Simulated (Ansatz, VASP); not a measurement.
**AgCl: VASP beside Ansatz**

```
Ag Cl
1.0
     0.00000    2.69804    2.69804
     2.69804    0.00000    2.69804
     2.69804    2.69804    0.00000
Ag Cl
1 1
Direct
  0.00000 0.00000 0.00000
  0.50000 0.50000 0.50000
```

Change from the starting cell: volume scaled by 0.96.

Alike in both runs: task single point; functional LDA; k mesh 8 × 8 × 8; occupations fermi-dirac, width 0.05 eV; no spin polarisation.

```csv
,VASP,Ansatz
version,VASP 6.6.1,Ansatz 0.2.0
potentials or method,"VASP PAW LDA potentials, release 64 (Ag, Cl), cutoff 520 eV","all-electron LAPW, scalar-relativistic"
```

Ansatz gave:

```
gap on the k mesh at the Fermi level (eV) : 0.62
least direct gap on the mesh (eV)         : 3.25
pressure (GPa)                            : -1.5
```

Question: What did VASP give for the same quantities?

Answer: gap on the k mesh at the Fermi level (eV): 0.65; least direct gap on the mesh (eV): 3.27; pressure (GPa): -1.5.

LDA's correlation is that of Perdew and Zunger in VASP and of Perdew and Wang (1992) in Ansatz. Ansatz ran all-electron here, and VASP with PAW potentials.
